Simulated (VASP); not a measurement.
A run of VASP 6.6.1 is set up as follows.

Contents of INCAR:

```
PREC = Accurate ; ENCUT = 520
EDIFF = 1E-6 ; ISMEAR = -1
SIGMA = 0.05 ; LREAL = False
LASPH = True ; NELM = 60
ALGO = Normal ; ISIF = 2
LWAVE = False ; LCHARG = False
GGA = RE ; NBANDS = 27
```

Contents of KPOINTS:

```
regular mesh
0
Gamma
  8 8 8
```

POSCAR

```
InSe
1.0
    2.0666182705      1.1931626148     10.7659249094
   -2.0666182705      1.1931626148     10.7659249094
    0.0000000000     -2.3863252296     10.7659249094
In Se
2 2
Direct
    0.9001970612      0.9001970612      0.9001970612
   -0.0115303498     -0.0115303498     -0.0115303498
    0.1942980309      0.1942980309      0.1942980309
    0.3610352578      0.3610352578      0.3610352578
```

Potentials or basis: VASP PAW PBE potentials, release 64 (In_d, Se).

Run with:

```sh
$ cat potpaw_PBE.64/In_d/POTCAR potpaw_PBE.64/Se/POTCAR > POTCAR
$ mpirun -np 1 vasp_std > vasp.out
```

Task: Estimate the pressure.

Result: 0.0 GPa.

Task: What does it give for the band gap on the k mesh?

Result: 1.14 eV (least direct gap 1.18 eV).

Task: Predict the largest force.

Result: 0.013 eV/Å.

Forces in eV/Å, atoms in the order of the input:
```
In   0.000  0.000  0.009
In   0.000  0.000 -0.008
Se   0.000  0.000 -0.013
Se   0.000  0.000  0.012
```

Caveat: the PAW data sets were made with another functional, which shifts forces and pressure a little; spin-orbit coupling is left out, which moves the levels of the heavy elements.

**Experimental background.**

From “The Interaction of Hydrogen with the van der Waals Crystal γ-InSe”, 2020, pmc:7321205, for a bulk crystal of InSe at 300 K: band gap 1.25 eV.

Measured gap of InSe: 1.25 eV (300 K; “The Interaction of Hydrogen with the van der Waals Crystal γ-InSe”, 2020, pmc:7321205). This calculation gives 1.14 eV (-0.11 eV). Spin-orbit coupling on In, Se is left out. The value is that of revPBE on a finite k mesh, which can miss the band edges, without temperature or zero-point motion. Semilocal functionals fall short of measured gaps as a rule.
